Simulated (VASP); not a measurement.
Runs of VASP 6.6.1 on SiNi3. The structure is that of space group Pm-3m (No. 221), or close to it. The cells are those of the table. 

```csv
cell,gap on the mesh (eV),pressure (GPa)
"a = 3.461, b = 3.461, c = 3.548 Å, 4 atoms",none,(b)
"a = 3.461, b = 3.461, c = 3.634 Å, 4 atoms",none,(a)
"a = 3.548, b = 3.548, c = 3.461 Å, 4 atoms",none,-10.3
"a = 3.634, b = 3.634, c = 3.461 Å, 4 atoms",none,-18.1
"a = 3.548, b = 3.548, c = 3.634 Å, 4 atoms",none,-18.6
```

Alike in all rows: task single point; level PBEsol; potentials or basis VASP PAW PBE potentials, release 64 (Si, Ni); no spin polarisation; k mesh 14 × 14 × 14; cutoff (eV) 520; smearing gaussian 0.15 eV.

Task: Estimate the missing entries.

Result: (a) -10.0; (b) -5.6.

Caveats: the cell stands under tension; the PAW data sets were made with another functional, which shifts forces and pressure a little.

A gap of «none» marks levels without a gap at the run's occupations.
